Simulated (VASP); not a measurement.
# KCl (Sylvite) (I4/mmm) in VASP: a series of runs

Runs on KCl (Sylvite). Level: r2SCAN. Tasks: single point.

All numbers are computed with VASP 6.6.1; they aren't measurements. Logs are shortened: lines on timing, memory, paths and dates and some standing lists are left out, and cuts for length are marked.

### Step 1. The cell of the first run

It takes space group I4/mmm (No. 139, tetragonal). The conventional cell has a = 4.371 Å, b = 4.371 Å, c = 6.321 Å, α = 90.00°, β = 90.00°, γ = 90.00°. K (site symmetry 4/mmm) has 6 Cl at 3.09 to 3.16 Å within 4.1 Å. Within 4.1 Å of Cl (site symmetry 4/mmm) lie 6 K at 3.09 to 3.16 Å.

### Step 2. Single point, r2SCAN (epitaxial xy strain -1.7%)

Contents of POSCAR:

```
KCl
1.0
    0.0000000000      3.0907557452      3.1606229363
    3.0907557452      0.0000000000      3.1606229363
    3.0907557452      3.0907557452      0.0000000000
K Cl
1 1
Direct
    0.0000000000      0.0000000000      0.0000000000
    0.5000000000      0.5000000000      0.5000000000
```

Contents of INCAR.step1:

```
PREC     = Accurate       # precision mode
ENCUT    = 520            # plane-wave cutoff, eV
ISMEAR   = 0              # smearing method
SIGMA    = 0.01           # smearing width, eV
LREAL    = F              # projectors in reciprocal space
LASPH    = T              # aspherical terms in the spheres
NELM     = 80             # most SCF steps
NBANDS   = 15             # bands
GGA      = PE             # functional
ALGO     = Normal         # electronic algorithm
EDIFF    = 1E-4           # SCF threshold, eV
LWAVE    = T              # write WAVECAR
LCHARG   = F              # write CHGCAR
```

Contents of INCAR.step2:

```
PREC     = Accurate       # precision mode
ENCUT    = 520            # plane-wave cutoff, eV
EDIFF    = 1E-6           # SCF threshold, eV
ISMEAR   = 0              # smearing method
SIGMA    = 0.01           # smearing width, eV
LREAL    = F              # projectors in reciprocal space
LASPH    = T              # aspherical terms in the spheres
NELM     = 80             # most SCF steps
ALGO     = Normal         # electronic algorithm
ISIF     = 2              # what is computed and relaxed
LWAVE    = F              # write WAVECAR
LCHARG   = T              # write CHGCAR
METAGGA  = R2SCAN         # meta-GGA
LMIXTAU  = T            
LELF     = T              # ELF
LVHAR    = T            
NBANDS   = 15             # bands
ISTART   = 1
```

Contents of KPOINTS:

```
regular mesh
0
Gamma
  8 8 8
```

Potentials or basis: VASP PAW PBE potentials, release 64 (K_sv, Cl).

Command:

```console
$ cat potpaw_PBE.64/K_sv/POTCAR potpaw_PBE.64/Cl/POTCAR > POTCAR
$ cp INCAR.step1 INCAR
$ mpirun -np 1 vasp_std > vasp.out
$ cp INCAR.step2 INCAR
$ mpirun -np 1 vasp_std > vasp.out
```

OUTCAR:

```text
PREC = Accurate
   ENCUT = 520
   EDIFF = 1E-6
   ISMEAR = 0
   LREAL = F
   LASPH = T
   NELM = 80
   ISIF = 2
   METAGGA = R2SCAN
   ISTART = 1

 ion  position               nearest neighbor table
   1  0.000  0.000  0.000-   2 3.09   2 3.09   2 3.09   2 3.09   2 3.16   2 3.16
   2  0.500  0.500  0.500-   1 3.09   1 3.09   1 3.09   1 3.09   1 3.16   1 3.16

  LATTYP: Found a body centered tetragonal cell.
 ALAT       =     4.3709886928
 C/A-ratio  =     1.4461821608

  Lattice vectors:

 A1 = (  -3.0907557452,   0.0000000000,   3.1606229363)
 A2 = (   3.0907557452,   0.0000000000,   3.1606229363)
 A3 = (   0.0000000000,   3.0907557452,  -3.1606229363)

Analysis of symmetry for initial positions (statically):
=====================================================================
 Subroutine PRICEL returns:
 Original cell was already a primitive cell.

 Routine SETGRP: Setting up the symmetry group for a
 body centered tetragonal supercell.

 Subroutine GETGRP returns: Found 16 space group operations
 (whereof 16 operations were pure point group operations)
 out of a pool of 16 trial point group operations.

The static configuration has the point symmetry D_4h.

Analysis of symmetry for dynamics (positions and initial velocities):
=====================================================================
 Subroutine PRICEL returns:
 Original cell was already a primitive cell.

 Routine SETGRP: Setting up the symmetry group for a
 body centered tetragonal supercell.

 Subroutine GETGRP returns: Found 16 space group operations
 (whereof 16 operations were pure point group operations)
 out of a pool of 16 trial point group operations.

The dynamic configuration has the point symmetry D_4h.

 Subroutine INISYM returns: Found 16 space group operations
 (whereof 16 operations are pure point group operations),
 and found     1 'primitive' translations

----------------------------------------------------------------------------------------

                                     Primitive cell

  volume of cell :      60.3854

  direct lattice vectors                    reciprocal lattice vectors
     0.000000000  3.090755745  3.160622936    -0.161772732  0.161772732  0.158196663
     3.090755745  0.000000000  3.160622936     0.161772732 -0.161772732  0.158196663
     3.090755745  3.090755745  0.000000000     0.161772732  0.161772732 -0.158196663

  length of vectors
     4.420668323  4.420668323  4.370988693     0.278149272  0.278149272  0.278149272

  position of ions in fractional coordinates (direct lattice)
     0.000000000  0.000000000  0.000000000
     0.500000000  0.500000000  0.500000000

  ion indices of the primitive-cell ions
   primitive index   ion index
                 1           1
                 2           2

----------------------------------------------------------------------------------------

 KPOINTS: regular mesh

Automatic generation of k-mesh.
 Grid dimensions read from file:
 generate k-points for:    8    8    8

 Generating k-lattice:

  Cartesian coordinates                     Fractional coordinates (reciprocal lattice)
    -0.020221591  0.020221591  0.019774583     0.125000000  0.000000000  0.000000000
     0.020221591 -0.020221591  0.019774583     0.000000000  0.125000000  0.000000000
     0.020221591  0.020221591 -0.019774583     0.000000000  0.000000000  0.125000000

  Length of vectors
     0.034768659  0.034768659  0.034768659

  Shift w.r.t. Gamma in fractional coordinates (k-lattice)
     0.000000000  0.000000000  0.000000000

 Subroutine IBZKPT returns following result:
 ===========================================

 Found     59 irreducible k-points:

 Following reciprocal coordinates:
            Coordinates               Weight
  0.000000  0.000000  0.000000      1.000000
  0.125000 -0.000000  0.000000      8.000000
  0.250000 -0.000000  0.000000      8.000000
  0.375000 -0.000000  0.000000      8.000000
  0.500000 -0.000000  0.000000      4.000000
  0.125000  0.125000  0.000000      2.000000
[... 16 lines left out ...]
  0.250000 -0.000000  0.125000     16.000000
  0.375000  0.000000  0.125000     16.000000
 [... further k-points ...]
   k-points           NKPTS =     59   k-points in BZ     NKDIM =     59   number of bands    NBANDS=     15
   number of dos      NEDOS =    301   number of ions     NIONS =      2
   total plane-waves  NPLWV =  46656
   dimension x,y,z NGX =    36 NGY =   36 NGZ =   36
   dimension x,y,z NGXF=    72 NGYF=   72 NGZF=   72
   ions per type =               1   1
   NGX,Y,Z   is equivalent  to a cutoff of  13.54, 13.54, 13.69 a.u.
   NGXF,Y,Z  is equivalent  to a cutoff of  27.08, 27.08, 27.38 a.u.
 SYSTEM =  unknown system
   PREC   = accura    normal or accurate (medium, high low for compatibility)
   ISTART =      1    job   : 0-new  1-cont  2-samecut
   ICHARG =      0    charge: 1-file 2-atom 10-const
   ISPIN  =      1    spin polarized calculation?
   LNONCOLLINEAR =      F non collinear calculations
   LSORBIT =      F    spin-orbit coupling
   LASPH  =      T    aspherical Exc in radial PAW
   ENCUT  =  520.0 eV  38.22 Ry    6.18 a.u.   8.22  8.22  8.13*2*pi/ulx,y,z
   NELM   =     80;   NELMIN=  2; NELMDL=  0     # of ELM steps
   EDIFF  = 0.1E-05   stopping-criterion for ELM
   LREAL  =      F    real-space projection
[... 7 lines left out ...]
   TEBEG  =    0.0;   TEEND  =   0.0 temperature during run
   PSTRESS=    0.0 pullay stress
   NELECT =      16.0000    total number of electrons
   NUPDOWN=      -1.0000    fix difference up-down
   EMIN   =  10.00;   EMAX   =-10.00  energy-range for DOS
   EFERMI =   0.00;   METHOD = LEGACY
   ISMEAR =     0;   SIGMA  =   0.01  broadening in eV -4-tet -1-fermi 0-gaus
   EFERMI_NEDOS =   21; number of points for ismear=-14 and -15
   IALGO  =     38    algorithm
   IMIX   =      4    mixing-type and parameters
     AMIX     =   0.40;   BMIX     =  1.00
     AMIX_MAG =   1.60;   BMIX_MAG =  1.00
  volume/ion in A,a.u.               =      30.19       203.75
  Fermi-wavevector in a.u.,A,eV,Ry     =   1.051488  1.987023 15.042956  1.105626
  Thomas-Fermi vector in A             =   2.186533
   LORBIT       =      0    0 simple, 1 ext, 2 COOP (PROOUT), +10 PAW based schemes
   METAGGA = R2SCAN    functional components
   LHFCALC =     F    Hartree Fock is set to
   AEXX    =    0.0000 exact exchange contribution
   IVDW    =     0    specifies the selected vdW correction
   LEPSILON=     F    determine dielectric tensor
   LRPA    =     F    only Hartree local field effects (RPA)
 non-spin polarized calculation
 Gauss-broadening in eV      SIGMA  =   0.01
  energy-cutoff  :      520.00
  volume of cell :       60.39
 maximum number of plane-waves:      1647
 NGX is ok and might be reduce to    36
   NGX = 17   NGY = 17   NGZ = 17

 number of electron      16.0000002 magnetization

 Free energy of the ion-electron system (eV)
  ---------------------------------------------------
  ext. energy  EPLUGINS =         0.00000000
  ---------------------------------------------------
  free energy    TOTEN  =       -16.49933441 eV

  energy without entropy =      -16.49933441  energy(sigma->0) =      -16.49933441

 E-fermi :  -1.9555     XC(G=0):  -8.0937

 val. band max:       -2.1309099099   @ k =   0.0000   0.0000   0.0000
 cond. band min:       3.8018102320   @ k =   0.0000   0.0000   0.0000
 fundamental gap:      5.9327201419
 Fermi energy:        -1.9555070951

 k-point     1 :       0.0000    0.0000    0.0000
  band No.  band energies     occupation
      1     -30.3294      2.00000
      2     -14.8454      2.00000
      3     -13.0236      2.00000
      4     -13.0213      2.00000
      5     -13.0213      2.00000
      6      -2.1508      2.00000
      7      -2.1309      2.00000
      8      -2.1309      2.00000
      9       3.8018      0.00000
     10       6.8102      0.00000
     11       6.9578      0.00000
     12       6.9578      0.00000
     13       7.9159      0.00000
     14       8.0259      0.00000
     15      11.3530      0.00000

 k-point     2 :       0.1250   -0.0000    0.0000
  band No.  band energies     occupation
      1     -30.3276      2.00000
      2     -14.8739      2.00000
      3     -13.0250      2.00000
      4     -13.0220      2.00000
      5     -12.9837      2.00000
      6      -2.3326      2.00000
      7      -2.1973      2.00000
      8      -2.1857      2.00000
      9       4.1863      0.00000
     10       6.7534      0.00000
     11       7.0813      0.00000
     12       7.1653      0.00000
     13       8.1445      0.00000
     14       8.2612      0.00000
     15      12.0085      0.00000

 k-point     3 :       0.2500   -0.0000    0.0000
  band No.  band energies     occupation
      1     -30.3233      2.00000
      2     -14.9387      2.00000
      3     -13.0296      2.00000
      4     -13.0236      2.00000
      5     -12.8954      2.00000
      6      -2.7458      2.00000
      7      -2.3215      2.00000
      8      -2.3135      2.00000
      9       5.0794      0.00000
     10       6.6529      0.00000
     11       7.6802      0.00000
     12       7.7575      0.00000
     13       8.7745      0.00000
     14       8.9096      0.00000
     15      12.4904      0.00000
[... 343 lines left out ...]
 k-point    23 :       0.2500   -0.0000    0.1250
  band No.  band energies     occupation
      1     -30.3235      2.00000
      2     -14.9164      2.00000
      3     -13.0399      2.00000
      4     -13.0349      2.00000
      5     -12.9115      2.00000
      6      -2.7017      2.00000
      7      -2.2939      2.00000
      8      -2.2668      2.00000
      9       4.9670      0.00000
     10       6.2061      0.00000
     11       7.8164      0.00000
     12       7.9625      0.00000
     13       8.4275      0.00000
     14       9.0815      0.00000
     15      12.7160      0.00000

 k-point    24 :       0.3750    0.0000    0.1250
  band No.  band energies     occupation
      1     -30.3192      2.00000
      2     -14.9600      2.00000
      3     -13.0445      2.00000
      4     -13.0371      2.00000
      5     -12.8572      2.00000
      6      -2.9858      2.00000
      7      -2.4397      2.00000
      8      -2.3853      2.00000
      9       5.7765      0.00000
     10       6.4410      0.00000
     11       8.4995      0.00000
     12       8.8155      0.00000
     13       9.1066      0.00000
     14       9.6481      0.00000
     15      11.5146      0.00000

 [... further k-points ...]
[... 5 lines left out ...]
  --------------------------------------------------------------------------------------
  -------------------------------------------------------------------------------------
  Total        0.3816413      0.3816413     -0.0058707      0.0000000      0.0000000     -0.0000000
  in kB       10.1259050     10.1259050     -0.1557644      0.0000000      0.0000000     -0.0000000
  external PRESSURE =       6.6986819 kB  Pullay stress =       0.0000000 kB

 VOLUME and BASIS-vectors are now :
 -----------------------------------------------------------------------------
  energy-cutoff  :      520.00
  volume of cell :       60.39
      direct lattice vectors                 reciprocal lattice vectors
     0.000000000  3.090755745  3.160622936    -0.161772732  0.161772732  0.158196663
     3.090755745  0.000000000  3.160622936     0.161772732 -0.161772732  0.158196663
     3.090755745  3.090755745  0.000000000     0.161772732  0.161772732 -0.158196663

 POSITION                                       TOTAL-FORCE (eV/Angst)
 -----------------------------------------------------------------------------------
      0.00000      0.00000      0.00000        -0.000000     -0.000000      0.000000
      3.09076      3.09076      3.16062         0.000000      0.000000      0.000000
 -----------------------------------------------------------------------------------
    total drift:                                0.000000      0.000000      0.000000

  FREE ENERGIE OF THE ION-ELECTRON SYSTEM (eV)
  ---------------------------------------------------
  free  energy   TOTEN  =       -16.4993344136 eV

  energy  without entropy=      -16.4993344136  energy(sigma->0) =      -16.49933441
```

It took 2.4 min on 1 thread of Intel Xeon Platinum 8259CL at 2.50GHz (Skylake/Cascade Lake), shared host; peak memory 0.24 GiB.

What came out:

```
Free energy            : -16.4993 eV
Pressure               : 0.7 GPa
Band gap on the k mesh : 5.93 eV, direct
```

Levels at points of the mesh, in eV from the valence-band top:
```tsv
k point	band 4	band 5	band 6	band 7	band 8	band 9	band 10	band 11	band 12	band 13
(0.00, 0.00, 0.00)	-10.89	-10.89	-0.02	0.00	0.00	5.93	8.94	9.09	9.09	10.05
(0.50, 0.00, 0.00)	-10.90	-10.65	-1.11	-0.36	-0.35	8.22	9.36	11.41	11.43	12.19
(0.50, 0.50, 0.00)	-10.95	-10.95	-0.72	-0.22	-0.22	7.02	9.35	10.79	11.13	11.67
(0.50, 0.00, 0.50)	-10.96	-10.95	-0.68	-0.25	-0.25	6.98	9.36	10.92	11.19	11.69
```

Caveat: the cell differs from its parent crystal (epitaxial xy strain -1.7%); the PAW data sets were made with another functional, which shifts forces and pressure a little.

### Step 3. Single point, r2SCAN (uniaxial x strain +2.6%)

Contents of POSCAR:

```
KCl
1.0
    0.0000000000      3.1448471156      3.1448471156
    3.2253552018      0.0000000000      3.1448471156
    3.2253552018      3.1448471156      0.0000000000
K Cl
1 1
Direct
    0.0000000000      0.0000000000      0.0000000000
    0.5000000000      0.5000000000      0.5000000000
```

Contents of INCAR.step1:

```
SYSTEM = KCl
PREC = Accurate
ENCUT = 520
ISMEAR = 0
SIGMA = 0.01
LREAL = .False.
LASPH = .True.
NELM = 100
NBANDS = 15
GGA = PE
ALGO = Normal
EDIFF = 1E-4
LWAVE = .True.
LCHARG = .False.
```

Contents of INCAR.step2:

```
SYSTEM = KCl
PREC = Accurate
ENCUT = 520
EDIFF = 1E-7
ISMEAR = 0
SIGMA = 0.01
LREAL = .False.
LASPH = .True.
NELM = 100
ALGO = Normal
ISIF = 2
LWAVE = .False.
LCHARG = .True.
METAGGA = R2SCAN
LMIXTAU = .True.
LELF = .True.
LVHAR = .True.
NBANDS = 15
ISTART = 1
```

Contents of KPOINTS:

```
Automatic mesh
0
Gamma
  8 8 8
  0 0 0
```

Potentials or basis: VASP PAW PBE potentials, release 64 (K_sv, Cl).

Command:

```console
$ cat potpaw_PBE.64/K_sv/POTCAR potpaw_PBE.64/Cl/POTCAR > POTCAR
$ cp INCAR.step1 INCAR
$ mpirun -np 1 vasp_std > vasp.out
$ cp INCAR.step2 INCAR
$ mpirun -np 1 vasp_std > vasp.out
```

Run time: 3.7 min. Hardware: 1 thread of Intel Xeon Platinum 8259CL at 2.50GHz (Skylake/Cascade Lake), shared host; peak memory 0.24 GiB.

Results (log left out):

| Property | Result |
| --- | --- |
| Free energy | -16.5019 eV |
| Pressure | -0.4 GPa |
| Band gap on the k mesh | 5.74 eV, direct |

Stress tensor (GPa, compression positive):
```
-1.00  0.00  0.00
 0.00 -0.14  0.00
 0.00  0.00 -0.14
```

Levels at points of the mesh, in eV from the valence-band top:
| k point | band 6 | band 7 | band 8 | band 9 | band 10 | band 11 |
| --- | --- | --- | --- | --- | --- | --- |
| (0.00, 0.00, 0.00) | -0.02 | 0.00 | 0.00 | 5.74 | 8.91 | 9.07 |
| (0.50, 0.00, 0.00) | -1.01 | -0.31 | -0.31 | 8.06 | 9.14 | 11.22 |
| (0.50, 0.50, 0.00) | -0.64 | -0.24 | -0.23 | 7.03 | 9.11 | 10.59 |
| (0.00, 0.50, 0.50) | -0.68 | -0.21 | -0.21 | 7.08 | 9.09 | 10.44 |

Caveat: the cell differs from its parent crystal (uniaxial x strain +2.6%); the PAW data sets were made with another functional, which shifts forces and pressure a little.
